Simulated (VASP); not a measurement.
# ZrS (Fm-3m) in VASP: single point with LDA

Aim: the single point of ZrS with LDA.

Program: VASP 6.6.1. These are calculated values, not measurements. Logs are shortened: lines on timing, memory, paths and dates and some standing lists are left out, and cuts for length are marked.

## 1. The cell of the first run

Symmetry: Fm-3m, No. 225, cubic system. Conventional cell: a = 5.250 Å, b = 5.250 Å, c = 5.250 Å, α = 90.00°, β = 90.00°, γ = 90.00°. Zr (site symmetry m-3m) has 6 S at 2.62 Å within 3.5 Å. Within 3.5 Å of S (site symmetry m-3m) lie 6 Zr at 2.62 Å.

## 2. Single point, LDA

INCAR reads:

```
PREC = Accurate
ENCUT = 520
EDIFF = 1E-6
ISMEAR = 0
SIGMA = 0.15
LREAL = False
LASPH = True
NELM = 100
ALGO = Normal
ISIF = 2
LWAVE = False
LCHARG = False
GGA = CA
NBANDS = 16
```

KPOINTS reads:

```
Automatic mesh
0
Gamma
  16 16 16
```

POSCAR reads:

```
ZrS
1.0
    0.0000000000      2.6250000000      2.6250000000
    2.6250000000      0.0000000000      2.6250000000
    2.6250000000      2.6250000000      0.0000000000
Zr S
1 1
Direct
    0.0000000000      0.0000000000      0.0000000000
    0.5000000000      0.5000000000      0.5000000000
```

Potentials or basis: VASP PAW LDA potentials, release 64 (Zr_sv, S).

On the command line:

```
$ cat potpaw_LDA.64/Zr_sv/POTCAR potpaw_LDA.64/S/POTCAR > POTCAR
$ mpirun -np 1 vasp_std > vasp.out
```

OUTCAR:

```text
PREC = Accurate
   ENCUT = 520
   EDIFF = 1E-6
   ISMEAR = 0
   LREAL = False
   LASPH = True
   NELM = 100
   ISIF = 2
   GGA = CA

 ion  position               nearest neighbor table
   1  0.000  0.000  0.000-   2 2.62   2 2.62   2 2.62   2 2.62   2 2.62   2 2.62
   2  0.500  0.500  0.500-   1 2.62   1 2.62   1 2.62   1 2.62   1 2.62   1 2.62

  LATTYP: Found a face centered cubic cell.
 ALAT       =     5.2500000000

  Lattice vectors:

 A1 = (   0.0000000000,   2.6250000000,   2.6250000000)
 A2 = (   2.6250000000,   0.0000000000,   2.6250000000)
 A3 = (   2.6250000000,   2.6250000000,   0.0000000000)

Analysis of symmetry for initial positions (statically):
=====================================================================
 Subroutine PRICEL returns:
 Original cell was already a primitive cell.

 Routine SETGRP: Setting up the symmetry group for a
 face centered cubic supercell.

 Subroutine GETGRP returns: Found 48 space group operations
 (whereof 48 operations were pure point group operations)
 out of a pool of 48 trial point group operations.

The static configuration has the point symmetry O_h .

Analysis of symmetry for dynamics (positions and initial velocities):
=====================================================================
 Subroutine PRICEL returns:
 Original cell was already a primitive cell.

 Routine SETGRP: Setting up the symmetry group for a
 face centered cubic supercell.

 Subroutine GETGRP returns: Found 48 space group operations
 (whereof 48 operations were pure point group operations)
 out of a pool of 48 trial point group operations.

The dynamic configuration has the point symmetry O_h .

 Subroutine INISYM returns: Found 48 space group operations
 (whereof 48 operations are pure point group operations),
 and found     1 'primitive' translations

----------------------------------------------------------------------------------------

                                     Primitive cell

  volume of cell :      36.1758

  direct lattice vectors                    reciprocal lattice vectors
     0.000000000  2.625000000  2.625000000    -0.190476190  0.190476190  0.190476190
     2.625000000  0.000000000  2.625000000     0.190476190 -0.190476190  0.190476190
     2.625000000  2.625000000  0.000000000     0.190476190  0.190476190 -0.190476190

  length of vectors
     3.712310601  3.712310601  3.712310601     0.329914440  0.329914440  0.329914440

  position of ions in fractional coordinates (direct lattice)
     0.000000000  0.000000000  0.000000000
     0.500000000  0.500000000  0.500000000

  ion indices of the primitive-cell ions
   primitive index   ion index
                 1           1
                 2           2

----------------------------------------------------------------------------------------

 KPOINTS: Automatic mesh

Automatic generation of k-mesh.
 Grid dimensions read from file:
 generate k-points for:   16   16   16

 Generating k-lattice:

  Cartesian coordinates                     Fractional coordinates (reciprocal lattice)
    -0.011904762  0.011904762  0.011904762     0.062500000  0.000000000  0.000000000
     0.011904762 -0.011904762  0.011904762     0.000000000  0.062500000  0.000000000
     0.011904762  0.011904762 -0.011904762     0.000000000  0.000000000  0.062500000

  Length of vectors
     0.020619652  0.020619652  0.020619652

  Shift w.r.t. Gamma in fractional coordinates (k-lattice)
     0.000000000  0.000000000  0.000000000

 Subroutine IBZKPT returns following result:
 ===========================================

 Found    145 irreducible k-points:

 Following reciprocal coordinates:
            Coordinates               Weight
  0.000000  0.000000  0.000000      1.000000
  0.062500  0.000000  0.000000      8.000000
  0.125000  0.000000  0.000000      8.000000
  0.187500  0.000000  0.000000      8.000000
  0.250000  0.000000  0.000000      8.000000
  0.312500  0.000000  0.000000      8.000000
[... 16 lines left out ...]
 -0.125000  0.062500  0.000000     24.000000
 -0.062500  0.062500  0.000000     12.000000
 [... further k-points ...]
   k-points           NKPTS =    145   k-points in BZ     NKDIM =    145   number of bands    NBANDS=     16
   number of dos      NEDOS =    301   number of ions     NIONS =      2
   total plane-waves  NPLWV =  21952
   dimension x,y,z NGX =    28 NGY =   28 NGZ =   28
   dimension x,y,z NGXF=    56 NGYF=   56 NGZF=   56
   ions per type =               1   1
   NGX,Y,Z   is equivalent  to a cutoff of  12.54, 12.54, 12.54 a.u.
   NGXF,Y,Z  is equivalent  to a cutoff of  25.08, 25.08, 25.08 a.u.
 SYSTEM =  unknown system
   PREC   = accura    normal or accurate (medium, high low for compatibility)
   ISTART =      0    job   : 0-new  1-cont  2-samecut
   ICHARG =      2    charge: 1-file 2-atom 10-const
   ISPIN  =      1    spin polarized calculation?
   LNONCOLLINEAR =      F non collinear calculations
   LSORBIT =      F    spin-orbit coupling
   LASPH  =      T    aspherical Exc in radial PAW
   ENCUT  =  520.0 eV  38.22 Ry    6.18 a.u.   6.90  6.90  6.90*2*pi/ulx,y,z
   NELM   =    100;   NELMIN=  2; NELMDL= -5     # of ELM steps
   EDIFF  = 0.1E-05   stopping-criterion for ELM
   LREAL  =      F    real-space projection
   EDIFFG = 0.1E-04   stopping-criterion for IOM
   NSW    =      0    number of steps for IOM
   IBRION =     -1    ionic relax: 0-MD 1-quasi-New 2-CG
   NFREE  =      0    steps in history (QN), initial steepest desc. (CG)
   ISIF   =      2    stress and relaxation
   ISYM   =      2    0-nonsym 1-usesym 2-fastsym
   POTIM  = 0.5000    time-step for ionic-motion
   TEBEG  =    0.0;   TEEND  =   0.0 temperature during run
   PSTRESS=    0.0 pullay stress
   NELECT =      18.0000    total number of electrons
   NUPDOWN=      -1.0000    fix difference up-down
   EMIN   =  10.00;   EMAX   =-10.00  energy-range for DOS
   EFERMI =   0.00;   METHOD = LEGACY
   ISMEAR =     0;   SIGMA  =   0.15  broadening in eV -4-tet -1-fermi 0-gaus
   EFERMI_NEDOS =   21; number of points for ismear=-14 and -15
   IALGO  =     38    algorithm
   IMIX   =      4    mixing-type and parameters
     AMIX     =   0.40;   BMIX     =  1.00
     AMIX_MAG =   1.60;   BMIX_MAG =  1.00
  volume/ion in A,a.u.               =      18.09       122.06
  Fermi-wavevector in a.u.,A,eV,Ry     =   1.297258  2.451462 22.896950  1.682878
  Thomas-Fermi vector in A             =   2.428662
   LORBIT       =      0    0 simple, 1 ext, 2 COOP (PROOUT), +10 PAW based schemes
   GGA     = CA    functional components
   LHFCALC =     F    Hartree Fock is set to
   AEXX    =    0.0000 exact exchange contribution
   IVDW    =     0    specifies the selected vdW correction
   LEPSILON=     F    determine dielectric tensor
   LRPA    =     F    only Hartree local field effects (RPA)
 non-spin polarized calculation
 Gauss-broadening in eV      SIGMA  =   0.15
  energy-cutoff  :      520.00
  volume of cell :       36.18
 maximum number of plane-waves:       992
   NGX = 13   NGY = 13   NGZ = 13

 number of electron      18.0000000 magnetization

 Free energy of the ion-electron system (eV)
  ---------------------------------------------------
  ext. energy  EPLUGINS =         0.00000000
  ---------------------------------------------------
  free energy    TOTEN  =       -17.10306495 eV

  energy without entropy =      -17.08873100  energy(sigma->0) =      -17.09589797

 E-fermi :  10.5306     XC(G=0): -11.5362

 val. band max:       10.5250002250   @ k =  -0.1875   0.1875   0.0000
 cond. band min:      10.5377262739   @ k =   0.3125   0.1250   0.0625
 fundamental gap:      0.0127260490
 Fermi energy:        10.5305739093

 k-point     1 :       0.0000    0.0000    0.0000
  band No.  band energies     occupation
      1     -39.1699      2.00000
      2     -17.2846      2.00000
      3     -17.2846      2.00000
      4     -17.2846      2.00000
      5      -5.2124      2.00000
      6       7.0408      2.00000
[... 8 lines left out ...]
     15      17.7400      0.00000
     16      22.9235      0.00000

 k-point     2 :       0.0625    0.0000    0.0000
  band No.  band energies     occupation
      1     -39.1689      2.00000
      2     -17.2986      2.00000
      3     -17.2858      2.00000
      4     -17.2858      2.00000
      5      -5.1624      2.00000
      6       6.7237      2.00000
[... 8 lines left out ...]
     15      17.9074      0.00000
     16      22.5434      0.00000

 k-point     3 :       0.1250    0.0000    0.0000
  band No.  band energies     occupation
      1     -39.1660      2.00000
      2     -17.3382      2.00000
      3     -17.2893      2.00000
      4     -17.2893      2.00000
      5      -5.0173      2.00000
      6       6.0115      2.00000
[... 8 lines left out ...]
     15      18.3359      0.00000
     16      21.7470      0.00000

 k-point     4 :       0.1875    0.0000    0.0000
  band No.  band energies     occupation
      1     -39.1617      2.00000
      2     -17.3966      2.00000
      3     -17.2944      2.00000
      4     -17.2944      2.00000
      5      -4.7920      2.00000
      6       5.1827      2.00000
[... 8 lines left out ...]
     15      18.6901      0.00000
     16      21.1714      0.00000
[... 324 lines left out ...]
 k-point    22 :      -0.1875    0.0625    0.0000
  band No.  band energies     occupation
      1     -39.1593      2.00000
      2     -17.4211      2.00000
      3     -17.3090      2.00000
      4     -17.2920      2.00000
      5      -4.6743      2.00000
      6       4.7839      2.00000
[... 8 lines left out ...]
     15      18.7585      0.00000
     16      20.0369      0.00000

 k-point    23 :      -0.1250    0.0625    0.0000
  band No.  band energies     occupation
      1     -39.1639      2.00000
      2     -17.3614      2.00000
      3     -17.3012      2.00000
      4     -17.2876      2.00000
      5      -4.9131      2.00000
      6       5.5342      2.00000
[... 8 lines left out ...]
     15      18.6030      0.00000
     16      20.8920      0.00000

 k-point    24 :      -0.0625    0.0625    0.0000
  band No.  band energies     occupation
      1     -39.1673      2.00000
      2     -17.3181      2.00000
      3     -17.2931      2.00000
      4     -17.2854      2.00000
      5      -5.0817      2.00000
      6       6.2320      2.00000
[... 8 lines left out ...]
     15      18.1660      0.00000
     16      21.8803      0.00000

 [... further k-points ...]
[... 5 lines left out ...]
  --------------------------------------------------------------------------------------
  -------------------------------------------------------------------------------------
  Total       -1.9987645     -1.9987645     -1.9987645     -0.0000000     -0.0000000     -0.0000000
  in kB      -88.5226246    -88.5226246    -88.5226246     -0.0000000     -0.0000000     -0.0000000
  external PRESSURE =     -88.5226246 kB  Pullay stress =       0.0000000 kB

 VOLUME and BASIS-vectors are now :
 -----------------------------------------------------------------------------
  energy-cutoff  :      520.00
  volume of cell :       36.18
      direct lattice vectors                 reciprocal lattice vectors
     0.000000000  2.625000000  2.625000000    -0.190476190  0.190476190  0.190476190
     2.625000000  0.000000000  2.625000000     0.190476190 -0.190476190  0.190476190
     2.625000000  2.625000000  0.000000000     0.190476190  0.190476190 -0.190476190

 POSITION                                       TOTAL-FORCE (eV/Angst)
 -----------------------------------------------------------------------------------
      0.00000      0.00000      0.00000         0.000000      0.000000     -0.000000
      2.62500      2.62500      2.62500        -0.000000      0.000000      0.000000
 -----------------------------------------------------------------------------------
    total drift:                                0.000000      0.000000      0.000000

  FREE ENERGIE OF THE ION-ELECTRON SYSTEM (eV)
  ---------------------------------------------------
  free  energy   TOTEN  =       -17.1030649507 eV

  energy  without entropy=      -17.0887309964  energy(sigma->0) =      -17.09589797
```

It took 63 s on 1 thread of AMD EPYC 9R14 (Zen 4), shared host; peak memory 0.17 GiB.

Results:

- Free energy: -17.1031 eV
- Pressure: -8.9 GPa
- Band gap on the k mesh: zero (band 9 reaches 11.97 eV, above the bottom of band 10 at 9.16 eV)
